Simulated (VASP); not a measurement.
Crystal: TaN.

```
Ta N
1.0
     5.18500    0.00000    0.00000
    -2.59250    4.49034    0.00000
     0.00000    0.00000    2.90800
Ta N
3 3
Direct
  0.00000 0.00000 0.00000
  0.33333 0.66667 0.50000
  0.66667 0.33333 0.50000
  0.50000 0.00000 0.00000
  0.50000 0.50000 0.00000
  0.00000 0.50000 0.00000
```

| Property | Result |
| --- | --- |
| Program | VASP 6.6.1 |
| Task | relaxation of cell and atoms |
| Functional | PBE |
| Dispersion | D3(BJ) |
| Potentials or basis | VASP PAW PBE potentials, release 64 (Ta_pv, N) |
| Cutoff | 600 eV |
| k mesh | 6 × 6 × 9 |
| Occupations | fermi-dirac, width 0.05 eV |
| Spin | no spin polarisation |

At the start: pressure 4.5 GPa; volume 11.28 Å³/atom.

How do energy, volume and symmetry change on relaxing?

Over 5 steps the energy falls by 2.2 meV/atom and the volume is 11.44 Å³/atom (+1.4 %); space group P6/mmm (No. 191, to 0.1 Å) before and after.

The path:
| step | energy change (eV) | largest force (eV/Å) | pressure (GPa) | volume (Å³) |
| --- | --- | --- | --- | --- |
| 1 | 0.0000 | 0.0000 | 4.50 | 67.71 |
| 2 | 0.0642 | 0.0000 | -9.89 | 70.86 |
| 3 | -0.0131 | 0.0000 | -0.01 | 68.61 |
| 4 | -0.0131 | 0.0000 | 0.08 | 68.59 |
| 5 | -0.0132 | 0.0000 | 0.04 | 68.62 |

Final structure:
```xyz
6
Lattice="5.2061 0.0000 0.0000 -2.6031 4.5086 0.0000 0.0000 0.0000 2.9234" Properties=species:S:1:pos:R:3 pbc="T T T"
Ta   -2.6031    4.5086    0.0000
Ta    0.0000    3.0058    1.4617
Ta    2.6031    1.5029    1.4617
N     2.6031    0.0000    0.0000
N     1.3015    2.2543    0.0000
N    -1.3015    2.2543    0.0000
```
